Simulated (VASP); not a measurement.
# C (I4_1/amd) in VASP: further runs, part 2 of 2

VASP 6.6.1. The steps go on from the part before.

## (4) Single point, PBEsol

Contents of INCAR:

```
ALGO = Normal
EDIFF = 1E-6
ENCUT = 910
GGA = PS
GGA_COMPAT = False
ISIF = 2
ISMEAR = 0
LASPH = True
LCHARG = False
LREAL = False
LWAVE = False
NBANDS = 11
NELM = 120
PREC = Accurate
SIGMA = 0.05
```

Contents of KPOINTS:

```
k-points
0
Gamma
  12 12 12
```

Contents of POSCAR:

```
C
1.0
    0.0000000000      1.7482398495      1.8356518420
    1.7482398495      0.0000000000      1.8356518420
    1.7482398495      1.7482398495      0.0000000000
C
2
Direct
    0.5000000000      0.5000000000      0.5000000000
    0.7500000000      0.7500000000      0.7500000000
```

Potentials or basis: VASP PAW PBE potentials, release 64 (C_h).

The run is started by

```sh
cat potpaw_PBE.64/C_h/POTCAR > POTCAR
mpirun -np 1 vasp_std > vasp.out
```

OUTCAR:

```text
EDIFF = 1E-6
   ENCUT = 910
   GGA = PS
   ISIF = 2
   ISMEAR = 0
   LASPH = True
   LREAL = False
   NELM = 120
   PREC = Accurate

 ion  position               nearest neighbor table
   1  0.500  0.500  0.500-
   2  0.750  0.750  0.750-

  LATTYP: Found a body centered tetragonal cell.
 ALAT       =     2.4723845054
 C/A-ratio  =     1.4849242405

  Lattice vectors:

 A1 = (  -1.7482398495,   0.0000000000,   1.8356518420)
 A2 = (   1.7482398495,   0.0000000000,   1.8356518420)
 A3 = (   0.0000000000,   1.7482398495,  -1.8356518420)

Analysis of symmetry for initial positions (statically):
=====================================================================
 Subroutine PRICEL returns:
 Original cell was already a primitive cell.

 Routine SETGRP: Setting up the symmetry group for a
 body centered tetragonal supercell.

 Subroutine GETGRP returns: Found 16 space group operations
 (whereof  8 operations were pure point group operations)
 out of a pool of 16 trial point group operations.

The static configuration has the point symmetry D_2d.
 The point group associated with its full space group is D_4h.

Analysis of symmetry for dynamics (positions and initial velocities):
=====================================================================
 Subroutine PRICEL returns:
 Original cell was already a primitive cell.

 Routine SETGRP: Setting up the symmetry group for a
 body centered tetragonal supercell.

 Subroutine GETGRP returns: Found 16 space group operations
 (whereof  8 operations were pure point group operations)
 out of a pool of 16 trial point group operations.

The dynamic configuration has the point symmetry D_2d.
 The point group associated with its full space group is D_4h.

 Subroutine INISYM returns: Found 16 space group operations
 (whereof  8 operations are pure point group operations),
 and found     1 'primitive' translations

----------------------------------------------------------------------------------------

                                     Primitive cell

  volume of cell :      11.2208

  direct lattice vectors                    reciprocal lattice vectors
     0.000000000  1.748239849  1.835651842    -0.286001947  0.286001947  0.272382806
     1.748239849  0.000000000  1.835651842     0.286001947 -0.286001947  0.272382806
     1.748239849  1.748239849  0.000000000     0.286001947  0.286001947 -0.272382806

  length of vectors
     2.534947782  2.534947782  2.472384505     0.487633694  0.487633694  0.487633694

  position of ions in fractional coordinates (direct lattice)
     0.500000000  0.500000000  0.500000000
     0.750000000  0.750000000  0.750000000

  ion indices of the primitive-cell ions
   primitive index   ion index
                 1           1
                 2           2

----------------------------------------------------------------------------------------

 KPOINTS: k-points

Automatic generation of k-mesh.
 Grid dimensions read from file:
[... 24 lines left out ...]
  0.166667 -0.000000  0.000000      8.000000
  0.250000  0.000000  0.000000      8.000000
  0.333333  0.000000  0.000000      8.000000
  0.416667  0.000000  0.000000      8.000000
[... 16 lines left out ...]
  0.500000  0.166667  0.000000      8.000000
 -0.416667  0.166667  0.000000      8.000000
 [... further k-points ...]
   k-points           NKPTS =    163   k-points in BZ     NKDIM =    163   number of bands    NBANDS=     11
   number of dos      NEDOS =    301   number of ions     NIONS =      2
   total plane-waves  NPLWV =  18816
   dimension x,y,z NGX =    28 NGY =   28 NGZ =   24
   dimension x,y,z NGXF=    56 NGYF=   56 NGZF=   48
   ions per type =               2
   NGX,Y,Z   is equivalent  to a cutoff of  18.36, 18.36, 16.14 a.u.
   NGXF,Y,Z  is equivalent  to a cutoff of  36.73, 36.73, 32.28 a.u.
 SYSTEM =  unknown system
   PREC   = accura    normal or accurate (medium, high low for compatibility)
   ISTART =      0    job   : 0-new  1-cont  2-samecut
   ICHARG =      2    charge: 1-file 2-atom 10-const
   ISPIN  =      1    spin polarized calculation?
   LNONCOLLINEAR =      F non collinear calculations
   LSORBIT =      F    spin-orbit coupling
   LASPH  =      T    aspherical Exc in radial PAW
   ENCUT  =  910.0 eV  66.88 Ry    8.18 a.u.   6.24  6.24  6.08*2*pi/ulx,y,z
   NELM   =    120;   NELMIN=  2; NELMDL= -5     # of ELM steps
   EDIFF  = 0.1E-05   stopping-criterion for ELM
   LREAL  =      F    real-space projection
   EDIFFG = 0.1E-04   stopping-criterion for IOM
   NSW    =      0    number of steps for IOM
   IBRION =     -1    ionic relax: 0-MD 1-quasi-New 2-CG
   NFREE  =      0    steps in history (QN), initial steepest desc. (CG)
   ISIF   =      2    stress and relaxation
   ISYM   =      2    0-nonsym 1-usesym 2-fastsym
   POTIM  = 0.5000    time-step for ionic-motion
   TEBEG  =    0.0;   TEEND  =   0.0 temperature during run
   PSTRESS=    0.0 pullay stress
   NELECT =       8.0000    total number of electrons
   NUPDOWN=      -1.0000    fix difference up-down
   EMIN   =  10.00;   EMAX   =-10.00  energy-range for DOS
   EFERMI =   0.00;   METHOD = LEGACY
   ISMEAR =     0;   SIGMA  =   0.05  broadening in eV -4-tet -1-fermi 0-gaus
   EFERMI_NEDOS =   21; number of points for ismear=-14 and -15
   IALGO  =     38    algorithm
   IMIX   =      4    mixing-type and parameters
     AMIX     =   0.40;   BMIX     =  1.00
     AMIX_MAG =   1.60;   BMIX_MAG =  1.00
  volume/ion in A,a.u.               =       5.61        37.86
  Fermi-wavevector in a.u.,A,eV,Ry     =   1.462505  2.763734 29.101788  2.138921
  Thomas-Fermi vector in A             =   2.578710
   LORBIT       =      0    0 simple, 1 ext, 2 COOP (PROOUT), +10 PAW based schemes
   GGA     = PS    functional components
   LHFCALC =     F    Hartree Fock is set to
   AEXX    =    0.0000 exact exchange contribution
   IVDW    =     0    specifies the selected vdW correction
   LEPSILON=     F    determine dielectric tensor
   LRPA    =     F    only Hartree local field effects (RPA)
 non-spin polarized calculation
 Gauss-broadening in eV      SIGMA  =   0.05
  energy-cutoff  :      910.00
  volume of cell :       11.22
 maximum number of plane-waves:       716
 NGX is ok and might be reduce to    28
   NGX = 13   NGY = 13   NGZ = 13

 number of electron       8.0000000 magnetization

 Free energy of the ion-electron system (eV)
  ---------------------------------------------------
  ext. energy  EPLUGINS =         0.00000000
  ---------------------------------------------------
  free energy    TOTEN  =       -19.22283571 eV

  energy without entropy =      -19.22283571  energy(sigma->0) =      -19.22283571

 E-fermi :  11.6579     XC(G=0): -13.6314

 val. band max:       11.3553224332   @ k =   0.0000   0.0000   0.0000
 cond. band min:      14.8021926405   @ k =   0.3333   0.0000   0.3333
 fundamental gap:      3.4468702073
 Fermi energy:        11.6579134755

 k-point     1 :       0.0000    0.0000    0.0000
  band No.  band energies     occupation
      1     -10.5718      2.00000
      2      10.5724      2.00000
      3      11.3553      2.00000
      4      11.3553      2.00000
      5      16.4927      0.00000
      6      16.4927      0.00000
      7      17.0905      0.00000
      8      24.6729      0.00000
      9      30.2236      0.00000
     10      36.0719      0.00000
     11      36.7926      0.00000
[... 309 lines left out ...]
 k-point    24 :      -0.4167    0.1667    0.0000
  band No.  band energies     occupation
      1      -4.2076      2.00000
      2      -1.7287      2.00000
      3       5.0380      2.00000
      4       7.9490      2.00000
      5      19.1619      0.00000
      6      21.4237      0.00000
      7      21.9706      0.00000
      8      26.6641      0.00000
      9      30.7593      0.00000
     10      35.3135      0.00000
     11      35.5153      0.00000

 [... further k-points ...]

------------------------ aborting loop because EDIFF is reached ----------------------------------------

  FORCE on cell =-STRESS in cart. coord.  units (eV):
  Direction    XX          YY          ZZ          XY          YZ          ZX
  --------------------------------------------------------------------------------------
  -------------------------------------------------------------------------------------
  Total        1.1169176      1.1169176     -2.2238976      0.0000000      0.0000000      0.0000000
  in kB      159.4811521    159.4811521   -317.5433571      0.0000000      0.0000000      0.0000000
  external PRESSURE =       0.4729824 kB  Pullay stress =       0.0000000 kB

 VOLUME and BASIS-vectors are now :
 -----------------------------------------------------------------------------
  energy-cutoff  :      910.00
  volume of cell :       11.22
      direct lattice vectors                 reciprocal lattice vectors
     0.000000000  1.748239849  1.835651842    -0.286001947  0.286001947  0.272382806
     1.748239849  0.000000000  1.835651842     0.286001947 -0.286001947  0.272382806
     1.748239849  1.748239849  0.000000000     0.286001947  0.286001947 -0.272382806

 POSITION                                       TOTAL-FORCE (eV/Angst)
 -----------------------------------------------------------------------------------
      1.74824      1.74824      1.83565        -0.000000     -0.000000     -0.000000
      2.62236      2.62236      2.75348         0.000000      0.000000      0.000000
 -----------------------------------------------------------------------------------
    total drift:                                0.000000      0.000000     -0.000000

  FREE ENERGIE OF THE ION-ELECTRON SYSTEM (eV)
  ---------------------------------------------------
  free  energy   TOTEN  =       -19.2228357135 eV

  energy  without entropy=      -19.2228357135  energy(sigma->0) =      -19.22283571
```

stdout:

```text
POSCAR found type information on POSCAR C
 POSCAR found :  1 types and       2 ions
 scaLAPACK will be used
 -----------------------------------------------------------------------------
|                                                                             |
|                                                                             |
|     You enforced a specific xc type in the INCAR file but a different       |
|     I HOPE YOU KNOW WHAT YOU ARE DOING!                                     |
|                                                                             |
 -----------------------------------------------------------------------------

 LDA part: xc-table for (Slater+PW92), standard interpolation
 POSCAR, INCAR and KPOINTS ok, starting setup
 FFT: planning ... GRIDC
 FFT: planning ... GRID_SOFT
 FFT: planning ... GRID
 WAVECAR not read
 entering main loop
```

It used 48 s of CPU time on 1 thread of AMD EPYC 7R13 Processor (Zen 3) (shared host).

Results:

* Free energy: -19.2228 eV
* Pressure: 0.0 GPa
* Band gap on the k mesh: 3.45 eV, indirect (least direct gap 5.14 eV)

Caveat: the cutoff is under 1.25 times the usual one of these potentials, so pressure, stress and relaxed cells hold a basis-set (Pulay) error; the PAW data sets were made with another functional, which shifts forces and pressure a little. A k mesh can miss the band edges.

## (5) Single point, PBEsol

Contents of INCAR:

```
ALGO = Normal
EDIFF = 1E-6
ENCUT = 910
GGA = PS
GGA_COMPAT = F
ISIF = 2
ISMEAR = 0
LASPH = T
LCHARG = F
LREAL = F
LWAVE = F
NBANDS = 11
NELM = 120
PREC = Accurate
SIGMA = 0.05
```

KPOINTS is that of step 4.

Contents of POSCAR:

```
C
1.0
    0.0000000000      1.8012487981      1.7291988462
    1.8012487981      0.0000000000      1.7291988462
    1.8012487981      1.8012487981      0.0000000000
C
2
Direct
    0.5000000000      0.5000000000      0.5000000000
    0.7500000000      0.7500000000      0.7500000000
```

The run is started by

```sh
cat potpaw_PBE.64/C_h/POTCAR > POTCAR
mpirun -np 1 vasp_std > vasp.out
```

Run time: 90 s. Hardware: 1 thread of AMD EPYC 7R43 (Zen 3), shared host; peak memory 0.13 GiB.

The run converged. Its results:

```yaml
Free_energy: -19.2411 eV
Pressure: 0.0 GPa
Band_gap_on_the_k_mesh: 3.04 eV, indirect (least direct gap 4.86 eV)
```

Stress tensor (GPa, compression positive):
```
-12.10   0.00   0.00
  0.00 -12.10   0.00
  0.00   0.00  24.26
```

Levels at points of the mesh, in eV from the valence-band top:
```tsv
k point	band 2	band 3	band 4	band 5	band 6	band 7
(0.00, 0.00, 0.00)	-0.59	-0.59	0.00	4.86	5.36	5.36
(0.50, 0.00, 0.00)	-13.97	-3.59	-2.87	7.63	7.85	9.18
(0.50, 0.50, 0.00)	-12.81	-7.19	-7.19	3.60	3.60	16.68
(0.50, 0.00, 0.50)	-13.46	-6.58	-6.58	4.57	4.57	16.40
```

Caveat: the cutoff is under 1.25 times the usual one of these potentials, so pressure, stress and relaxed cells hold a basis-set (Pulay) error; the PAW data sets were made with another functional, which shifts forces and pressure a little.

## (6) The runs side by side

```tsv
potentials or basis	cell	cutoff (eV)	second run	gap on the mesh (eV)	pressure (GPa)
VASP PAW PBE potentials, release 64 (C)	a = 2.497, b = 2.497, c = 2.547 Å, angles 59.3, 59.3, 61.3°, 2 atoms	520	-	3.04	1.1
VASP PAW PBE potentials, release 64 (C)	a = 2.535, b = 2.535, c = 2.472 Å, angles 60.8, 60.8, 58.4°, 2 atoms	520	-	3.44	1.1
VASP PAW PBE potentials, release 64 (C_h)	a = 2.535, b = 2.535, c = 2.472 Å, angles 60.8, 60.8, 58.4°, 2 atoms	910	hard_potentials	3.45	0.0
VASP PAW PBE potentials, release 64 (C_h)	a = 2.497, b = 2.497, c = 2.547 Å, angles 59.3, 59.3, 61.3°, 2 atoms	910	hard_potentials	3.04	0.0
```

Alike in all rows: task single point; level PBEsol; no spin polarisation; k mesh 12 × 12 × 12; smearing gaussian 0.05 eV.

Caveats: the PAW data sets were made with another functional, which shifts forces and pressure a little; the cutoff is under 1.25 times the usual one of these potentials, so pressure, stress and relaxed cells hold a basis-set (Pulay) error (some runs).

Total energies depend on the potentials used, so only differences within one code and one set of settings carry meaning.
